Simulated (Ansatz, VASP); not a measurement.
# NiO in VASP and in Ansatz

```
Ni O
1.0
     0.00000    2.11883    2.11883
     2.11883    0.00000    2.11883
     2.11883    2.11883    0.00000
Ni O
1 1
Direct
  0.00000 0.00000 0.00000
  0.50000 0.50000 0.50000
```

Change from the starting cell: volume scaled by 1.04.

Alike in both runs: task single point; functional PBE; k mesh 11 × 11 × 11; occupations fermi-dirac, width 0.05 eV; collinear spin.

|  | VASP | Ansatz |
| --- | --- | --- |
| version | VASP 6.6.1 | Ansatz 0.2.0 |
| potentials or method | VASP PAW PBE potentials, release 64 (Ni, O), cutoff 520 eV | all-electron LAPW, scalar-relativistic |

```csv
,VASP,Ansatz,Ansatz less VASP
gap on the k mesh at the Fermi level (eV),none,none,-
pressure (GPa),-2.9,-2.1,+0.76
net moment per atom (μB),0.91,0.93,+0.028
size of the moment on the site where the two differ most (μB),1.48,1.55,+0.062
```

Site moments also hang on the region over which each program counts them. A gap of «none» marks a metal or a gap that the smearing closes. Ansatz ran all-electron here, and VASP with PAW potentials.
